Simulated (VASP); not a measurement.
ZnO:

```xyz
4
Lattice="3.2275 0.0000 0.0000 -1.6137 2.7951 0.0000 0.0000 0.0000 5.1708" Properties=species:S:1:pos:R:3 pbc="T T T"
Zn    1.6137    0.9317    0.0000
Zn    0.0000    1.8634    2.5854
O     0.0000    1.8634    4.5452
O     1.6137    0.9317    1.9598
```

Base run:

- Program: VASP 6.6.1
- Functional: RPBE
- Dispersion: D3(BJ)
- Potentials or basis: VASP PAW PBE potentials, release 64 (Zn, O_h)
- Cutoff: 1340 eV
- k mesh: 9 × 9 × 5
- Occupations: fermi-dirac, width 0.05 eV
- Spin: no spin polarisation

Its results: band gap on the k mesh 0.91 eV; pressure -1.9 GPa; largest force 0.100 eV/Å.

Problem. The run is repeated on the same cell with these changes: functional from RPBE to PBE. What comes out?

Solution. Band gap on the k mesh 0.82 eV; pressure 5.9 GPa; largest force 0.079 eV/Å.

Caveats: the PAW data sets were made with another functional, which shifts forces and pressure a little (at least some runs); the cell stands under pressure (at least some runs).

